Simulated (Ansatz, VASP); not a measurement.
# CsGe3 in VASP and in Ansatz

```
Cs Ge
1.0
     6.60235    0.00000    0.00000
    -3.30117    5.71780    0.00000
     0.00000    0.00000    3.04177
Cs Ge
1 3
Direct
  0.00000 0.00000 0.00000
  0.50000 0.00000 0.00000
  0.00000 0.50000 0.00000
  0.50000 0.50000 0.00000
```

Alike in both runs: functional PBE; k mesh 12 × 12 × 16; occupations gaussian, width 0.1 eV; no spin polarisation.

Ansatz relaxed the structure, and its values are those at the end. VASP's run is a single point on that final structure, the one shown.

```csv
,VASP,Ansatz
version,VASP 6.6.1,Ansatz 0.2.0
potentials or method,"VASP PAW PBE potentials, release 64 (Cs_sv, Ge_d), cutoff 520 eV","scalar-relativistic, plane waves, PAW"
valence electrons in the cell,51,51
```

```tsv
	VASP	Ansatz	Ansatz less VASP
gap on the k mesh at the Fermi level (eV)	none	none	-
pressure (GPa)	0.2	0.0	-0.21
```

A gap of «none» marks a metal or a gap that the smearing closes. The functional is the same, so the differences come from potentials, cutoffs and numerics.

Spin-orbit coupling is off throughout.
